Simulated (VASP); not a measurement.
# WSe2 in VASP: further runs

The runs below take WSe2 through single point, with PBEsol.

Everything below comes from runs of VASP 6.6.1. Logs are shortened: lines on timing, memory, paths and dates and some standing lists are left out, and cuts for length are marked.

**1. The cell of the first run**

The cell holds a slab with vacuum, 3 atoms: a = 3.319 Å, b = 3.319 Å, c = 16.161 Å, α = 90.00°, β = 90.00°, γ = 120.00°.

**2. Single point, PBEsol (strain +0.015 along x and y, -0.030 along z)**

Input file INCAR:

```
SYSTEM = WSe2
PREC = Accurate ; ENCUT = 520
EDIFF = 1E-6 ; ISMEAR = 0
SIGMA = 0.05 ; LREAL = .FALSE.
LASPH = .TRUE. ; NELM = 60
ALGO = Normal ; ISIF = 2
LWAVE = .FALSE. ; LCHARG = .FALSE.
GGA = PS ; NBANDS = 20
```

Input file KPOINTS:

```
Automatic mesh
0
G
  12 12 2
  0 0 0
```

Input file POSCAR:

```
WSe2
1.0
    3.3193064686      0.0000000000      0.0000000000
   -1.6596532343      2.8746037247      0.0000000000
    0.0000000000      0.0000000000     16.1613805619
W Se
1 2
Direct
    0.0000000000      0.0000000000      0.0000000000
    0.3333333333      0.6666666667      0.1003992715
    0.3333333333      0.6666666667      0.8996007285
```

Potentials or basis: VASP PAW PBE potentials, release 64 (W_sv, Se).

On the command line:

```bash
cat potpaw_PBE.64/W_sv/POTCAR potpaw_PBE.64/Se/POTCAR > POTCAR
mpirun -np 1 vasp_std > vasp.out
```

OUTCAR:

```text
SYSTEM = WSe2
   PREC = Accurate
   ENCUT = 520
   EDIFF = 1E-6
   ISMEAR = 0
   LREAL = .FALSE.
   LASPH = .TRUE.
   NELM = 60
   ISIF = 2
   GGA = PS

 ion  position               nearest neighbor table
   1  0.000  0.000  0.000-   2 2.51   3 2.51   2 2.51   3 2.51   2 2.51   3 2.51
   2  0.333  0.667  0.100-   1 2.51   1 2.51   1 2.51
   3  0.333  0.667  0.900-   1 2.51   1 2.51   1 2.51

  LATTYP: Found a hexagonal cell.
 ALAT       =     3.3193064686
 C/A-ratio  =     4.8689028009

  Lattice vectors:

 A1 = (   3.3193064686,   0.0000000000,   0.0000000000)
 A2 = (  -1.6596532343,   2.8746037247,   0.0000000000)
 A3 = (   0.0000000000,   0.0000000000,  16.1613805619)

Analysis of symmetry for initial positions (statically):
=====================================================================
 Subroutine PRICEL returns:
 Original cell was already a primitive cell.

 Routine SETGRP: Setting up the symmetry group for a
 hexagonal supercell.

 Subroutine GETGRP returns: Found 12 space group operations
 (whereof 12 operations were pure point group operations)
 out of a pool of 24 trial point group operations.

The static configuration has the point symmetry D_3h.

Analysis of symmetry for dynamics (positions and initial velocities):
=====================================================================
 Subroutine PRICEL returns:
 Original cell was already a primitive cell.

 Routine SETGRP: Setting up the symmetry group for a
 hexagonal supercell.

 Subroutine GETGRP returns: Found 12 space group operations
 (whereof 12 operations were pure point group operations)
 out of a pool of 24 trial point group operations.

The dynamic configuration has the point symmetry D_3h.

 Subroutine INISYM returns: Found 12 space group operations
 (whereof 12 operations are pure point group operations),
 and found     1 'primitive' translations

----------------------------------------------------------------------------------------

                                     Primitive cell

  volume of cell :     154.2069

  direct lattice vectors                    reciprocal lattice vectors
     3.319306469  0.000000000  0.000000000     0.301267753  0.173937018  0.000000000
    -1.659653234  2.874603725  0.000000000     0.000000000  0.347874036  0.000000000
     0.000000000  0.000000000 16.161380562     0.000000000  0.000000000  0.061875902

  length of vectors
     3.319306469  3.319306469 16.161380562     0.347874036  0.347874036  0.061875902

  position of ions in fractional coordinates (direct lattice)
     0.000000000  0.000000000  0.000000000
     0.333333333  0.666666667  0.100399272
     0.333333333  0.666666667  0.899600728

  ion indices of the primitive-cell ions
   primitive index   ion index
                 1           1
                 2           2
                 3           3

----------------------------------------------------------------------------------------

 KPOINTS: Automatic mesh

Automatic generation of k-mesh.
 Grid dimensions read from file:
 generate k-points for:   12   12    2

 Generating k-lattice:

  Cartesian coordinates                     Fractional coordinates (reciprocal lattice)
     0.025105646  0.014494752  0.000000000     0.083333333  0.000000000  0.000000000
     0.000000000  0.028989503  0.000000000     0.000000000  0.083333333  0.000000000
     0.000000000  0.000000000  0.030937951     0.000000000  0.000000000  0.500000000

  Length of vectors
     0.028989503  0.028989503  0.030937951

  Shift w.r.t. Gamma in fractional coordinates (k-lattice)
     0.000000000  0.000000000  0.000000000

 Subroutine IBZKPT returns following result:
 ===========================================

 Found     38 irreducible k-points:

 Following reciprocal coordinates:
            Coordinates               Weight
  0.000000  0.000000  0.000000      1.000000
  0.083333 -0.000000  0.000000      6.000000
  0.166667 -0.000000  0.000000      6.000000
  0.250000  0.000000  0.000000      6.000000
  0.333333 -0.000000  0.000000      6.000000
  0.416667  0.000000  0.000000      6.000000
[... 16 lines left out ...]
  0.250000  0.000000  0.500000      6.000000
  0.333333 -0.000000  0.500000      6.000000
 [... further k-points ...]
   k-points           NKPTS =     38   k-points in BZ     NKDIM =     38   number of bands    NBANDS=     20
   number of dos      NEDOS =    301   number of ions     NIONS =      3
   total plane-waves  NPLWV =  94080
   dimension x,y,z NGX =    28 NGY =   28 NGZ =  120
   dimension x,y,z NGXF=    56 NGYF=   56 NGZF=  240
   ions per type =               1   2
   NGX,Y,Z   is equivalent  to a cutoff of  14.02, 14.02, 12.34 a.u.
   NGXF,Y,Z  is equivalent  to a cutoff of  28.05, 28.05, 24.69 a.u.
 SYSTEM =  WSe2
   PREC   = accura    normal or accurate (medium, high low for compatibility)
   ISTART =      0    job   : 0-new  1-cont  2-samecut
   ICHARG =      2    charge: 1-file 2-atom 10-const
   ISPIN  =      1    spin polarized calculation?
   LNONCOLLINEAR =      F non collinear calculations
   LSORBIT =      F    spin-orbit coupling
   LASPH  =      T    aspherical Exc in radial PAW
   ENCUT  =  520.0 eV  38.22 Ry    6.18 a.u.   6.17  6.17 30.05*2*pi/ulx,y,z
   NELM   =     60;   NELMIN=  2; NELMDL= -5     # of ELM steps
   EDIFF  = 0.1E-05   stopping-criterion for ELM
   LREAL  =      F    real-space projection
   EDIFFG = 0.1E-04   stopping-criterion for IOM
   NSW    =      0    number of steps for IOM
   IBRION =     -1    ionic relax: 0-MD 1-quasi-New 2-CG
   NFREE  =      0    steps in history (QN), initial steepest desc. (CG)
   ISIF   =      2    stress and relaxation
   ISYM   =      2    0-nonsym 1-usesym 2-fastsym
   POTIM  = 0.5000    time-step for ionic-motion
   TEBEG  =    0.0;   TEEND  =   0.0 temperature during run
   PSTRESS=    0.0 pullay stress
   NELECT =      26.0000    total number of electrons
   NUPDOWN=      -1.0000    fix difference up-down
   EMIN   =  10.00;   EMAX   =-10.00  energy-range for DOS
   EFERMI =   0.00;   METHOD = LEGACY
   ISMEAR =     0;   SIGMA  =   0.05  broadening in eV -4-tet -1-fermi 0-gaus
   EFERMI_NEDOS =   21; number of points for ismear=-14 and -15
   IALGO  =     38    algorithm
   IMIX   =      4    mixing-type and parameters
     AMIX     =   0.40;   BMIX     =  1.00
     AMIX_MAG =   1.60;   BMIX_MAG =  1.00
  volume/ion in A,a.u.               =      51.40       346.88
  Fermi-wavevector in a.u.,A,eV,Ry     =   0.904409  1.709084 11.128952  0.817955
  Thomas-Fermi vector in A             =   2.027852
   LORBIT       =      0    0 simple, 1 ext, 2 COOP (PROOUT), +10 PAW based schemes
   GGA     = PS    functional components
   LHFCALC =     F    Hartree Fock is set to
   AEXX    =    0.0000 exact exchange contribution
   IVDW    =     0    specifies the selected vdW correction
   LEPSILON=     F    determine dielectric tensor
   LRPA    =     F    only Hartree local field effects (RPA)
 non-spin polarized calculation
 Gauss-broadening in eV      SIGMA  =   0.05
  energy-cutoff  :      520.00
  volume of cell :      154.21
 maximum number of plane-waves:      4188
 NGX is ok and might be reduce to    28
   NGX = 13   NGY = 13   NGZ = 61

 number of electron      25.9999999 magnetization

 Free energy of the ion-electron system (eV)
  ---------------------------------------------------
  ext. energy  EPLUGINS =         0.00000000
  ---------------------------------------------------
  free energy    TOTEN  =       -23.19574163 eV

  energy without entropy =      -23.19574163  energy(sigma->0) =      -23.19574163

 E-fermi :  -0.6340     XC(G=0):  -4.8898

 val. band max:       -0.9156137391   @ k =   0.3333   0.3333   0.5000
 cond. band min:       0.5126785701   @ k =   0.3333   0.3333   0.5000
 fundamental gap:      1.4282923092
 Fermi energy:        -0.6339724008

 k-point     1 :       0.0000    0.0000    0.0000
  band No.  band energies     occupation
      1     -74.8403      2.00000
      2     -39.0832      2.00000
      3     -38.9922      2.00000
      4     -38.9922      2.00000
      5     -15.7524      2.00000
      6     -14.3142      2.00000
[... 12 lines left out ...]
     19       4.2830      0.00000
     20       4.3154      0.00000

 k-point     2 :       0.0833   -0.0000    0.0000
  band No.  band energies     occupation
      1     -74.8397      2.00000
      2     -39.0803      2.00000
      3     -39.0071      2.00000
      4     -38.9957      2.00000
      5     -15.6490      2.00000
      6     -14.2675      2.00000
[... 12 lines left out ...]
     19       4.4192      0.00000
     20       4.6711      0.00000

 k-point     3 :       0.1667   -0.0000    0.0000
  band No.  band energies     occupation
      1     -74.8380      2.00000
      2     -39.0724      2.00000
      3     -39.0477      2.00000
      4     -39.0052      2.00000
      5     -15.3531      2.00000
      6     -14.1345      2.00000
[... 12 lines left out ...]
     19       4.7961      0.00000
     20       5.4763      0.00000

 k-point     4 :       0.2500    0.0000    0.0000
  band No.  band energies     occupation
      1     -74.8356      2.00000
      2     -39.1026      2.00000
      3     -39.0615      2.00000
      4     -39.0181      2.00000
      5     -14.9102      2.00000
      6     -13.9376      2.00000
[... 12 lines left out ...]
     19       5.3627      0.00000
     20       5.9678      0.00000

 k-point     5 :       0.3333   -0.0000    0.0000
  band No.  band energies     occupation
      1     -74.8333      2.00000
      2     -39.1570      2.00000
      3     -39.0506      2.00000
      4     -39.0310      2.00000
      5     -14.4051      2.00000
      6     -13.7189      2.00000
[... 12 lines left out ...]
     19       5.7602      0.00000
     20       5.9603      0.00000
[... 353 lines left out ...]
      6     -14.2675      2.00000
[... 12 lines left out ...]
     19       4.0770      0.00000
     20       4.9747      0.00000

 k-point    22 :       0.1667   -0.0000    0.5000
  band No.  band energies     occupation
      1     -74.8380      2.00000
      2     -39.0724      2.00000
      3     -39.0477      2.00000
      4     -39.0052      2.00000
      5     -15.3531      2.00000
      6     -14.1345      2.00000
[... 12 lines left out ...]
     19       4.5105      0.00000
     20       5.8946      0.00000

 k-point    23 :       0.2500    0.0000    0.5000
  band No.  band energies     occupation
      1     -74.8356      2.00000
      2     -39.1026      2.00000
      3     -39.0615      2.00000
      4     -39.0181      2.00000
      5     -14.9102      2.00000
      6     -13.9376      2.00000
[... 12 lines left out ...]
     19       5.0582      0.00000
     20       6.3546      0.00000

 k-point    24 :       0.3333   -0.0000    0.5000
  band No.  band energies     occupation
      1     -74.8333      2.00000
      2     -39.1570      2.00000
      3     -39.0506      2.00000
      4     -39.0309      2.00000
      5     -14.4051      2.00000
      6     -13.7189      2.00000
[... 12 lines left out ...]
     19       5.7819      0.00000
     20       5.8688      0.00000

 [... further k-points ...]

------------------------ aborting loop because EDIFF is reached ----------------------------------------

  FORCE on cell =-STRESS in cart. coord.  units (eV):
  Direction    XX          YY          ZZ          XY          YZ          ZX
  --------------------------------------------------------------------------------------
  -------------------------------------------------------------------------------------
  Total       -0.4129120     -0.4129120      2.0993547      0.0000000     -0.0000000     -0.0000000
  in kB       -4.2900693     -4.2900693     21.8118559      0.0000000     -0.0000000     -0.0000000
  external PRESSURE =       4.4105724 kB  Pullay stress =       0.0000000 kB

 VOLUME and BASIS-vectors are now :
 -----------------------------------------------------------------------------
  energy-cutoff  :      520.00
  volume of cell :      154.21
      direct lattice vectors                 reciprocal lattice vectors
     3.319306469  0.000000000  0.000000000     0.301267753  0.173937018  0.000000000
    -1.659653234  2.874603725  0.000000000     0.000000000  0.347874036  0.000000000
     0.000000000  0.000000000 16.161380562     0.000000000  0.000000000  0.061875902

 POSITION                                       TOTAL-FORCE (eV/Angst)
 -----------------------------------------------------------------------------------
      0.00000      0.00000      0.00000         0.000000     -0.000000      0.000000
     -0.00000      1.91640      1.62259        -0.000000      0.000000      0.650207
     -0.00000      1.91640     14.53879        -0.000000      0.000000     -0.650207
 -----------------------------------------------------------------------------------
    total drift:                                0.000000     -0.000000     -0.000000

  FREE ENERGIE OF THE ION-ELECTRON SYSTEM (eV)
  ---------------------------------------------------
  free  energy   TOTEN  =       -23.1957416333 eV

  energy  without entropy=      -23.1957416333  energy(sigma->0) =      -23.19574163
```

Wall time 2.7 min (1 thread of Intel Xeon Platinum 8259CL at 2.50GHz (Skylake/Cascade Lake), shared host); peak memory 0.35 GiB.

What came out:

| Item | Value |
| --- | --- |
| Free energy | -23.1957 eV |
| Largest force | 0.650 eV/Å |
| Band gap on the k mesh | 1.43 eV |

Forces in eV/Å, atoms in the order of the input:
```
W    0.000  0.000  0.000
Se   0.000  0.000  0.650
Se   0.000  0.000 -0.650
```

Caveat: the cell differs from its parent crystal (strain +0.015 along x and y, -0.030 along z); the PAW data sets were made with another functional, which shifts forces and pressure a little; spin-orbit coupling is left out, which moves the levels of the heavy elements.

**3. Single point, PBEsol (strain +0.000 along x and y, +0.015 along z)**

Input file INCAR:

```
ALGO = Normal
EDIFF = 1E-6
ENCUT = 520
GGA = PS
ISIF = 2
ISMEAR = 0
LASPH = T
LCHARG = F
LREAL = F
LWAVE = F
NBANDS = 20
NELM = 100
PREC = Accurate
SIGMA = 0.05
```

Input file KPOINTS:

```
k-points
0
Gamma
  12 12 2
```

Input file POSCAR:

```
WSe2
1.0
    3.2702526784      0.0000000000      0.0000000000
   -1.6351263392      2.8321218963      0.0000000000
    0.0000000000      0.0000000000     16.9111353302
W Se
1 2
Direct
    0.0000000000      0.0000000000      0.0000000000
    0.3333333333      0.6666666667      0.1003992715
    0.3333333333      0.6666666667      0.8996007285
```

Potentials or basis: VASP PAW PBE potentials, release 64 (W_sv, Se).

On the command line:

```bash
cat potpaw_PBE.64/W_sv/POTCAR potpaw_PBE.64/Se/POTCAR > POTCAR
mpirun -np 1 vasp_std > vasp.out
```

It took 2 min on 1 thread of Intel Xeon Platinum 8259CL at 2.50GHz (Skylake/Cascade Lake), shared host; peak memory 0.31 GiB.

The run converged. Its results:

- Free energy: -23.2269 eV
- Largest force: 0.377 eV/Å
- Band gap on the k mesh: 1.60 eV (least direct gap 1.74 eV)

Forces on the atoms (eV/Å):
```
W    0.000  0.000  0.000
Se   0.000  0.000 -0.377
Se   0.000  0.000  0.377
```

Levels at points of the mesh, in eV from the valence-band top:
```
           k point  band 10  band 11  band 12  band 13  band 14  band 15  band 16  band 17
(0.00, 0.00, 0.00)    -2.23    -1.09    -1.09    -0.50     3.03     3.03     3.17     3.17
(0.50, 0.00, 0.00)    -2.91    -2.25    -1.04    -0.79     2.54     2.81     3.68     4.40
(0.00, 0.00, 0.50)    -2.23    -1.09    -1.09    -0.50     3.03     3.03     3.17     3.17
(0.50, 0.00, 0.50)    -2.91    -2.25    -1.04    -0.79     2.54     2.81     3.68     4.40
```

Caveat: the cell differs from its parent crystal (strain +0.000 along x and y, +0.015 along z); the PAW data sets were made with another functional, which shifts forces and pressure a little; spin-orbit coupling is left out, which moves the levels of the heavy elements.
